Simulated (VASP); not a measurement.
Crystal: MnS.

```
CELL_PARAMETERS angstrom
0.00000 2.73221 2.73221
2.73221 0.00000 2.73221
2.73221 2.73221 0.00000
ATOMIC_POSITIONS crystal
Mn 0.00000 0.00000 0.00000
S 0.75000 0.75000 0.75000
```

Base run:

* Program: VASP 6.6.1
* Functional: PBEsol
* Potentials or basis: VASP PAW PBE potentials, release 64 (Mn_pv, S)
* Cutoff: 520 eV
* k mesh: 16 × 16 × 16
* Occupations: gaussian, width 0.15 eV
* Spin: collinear spin, ferromagnetic start
* Starting moments: [2.625, 0.0] μB
* Fixed moment: 2.625 μB

Its results: pressure -14.9 GPa; site moments Mn +2.61; S -0.10 μB.

Q: The run is repeated on the same cell with these changes: fixed moment from 2.625 μB to 1.3125 μB; moments at the start from [2.62, 0.0] to [1.31, 0.0]. What comes out?

A: Pressure -20.8 GPa; site moments Mn +1.36; S -0.08 μB.

Caveats: the cell stands under tension; the PAW data sets were made with another functional, which shifts forces and pressure a little; the total moment is fixed, so each spin has its own Fermi level and the state may be an excited one; a cell with one magnetic atom can't hold antiferromagnetic order, which such compounds often take.
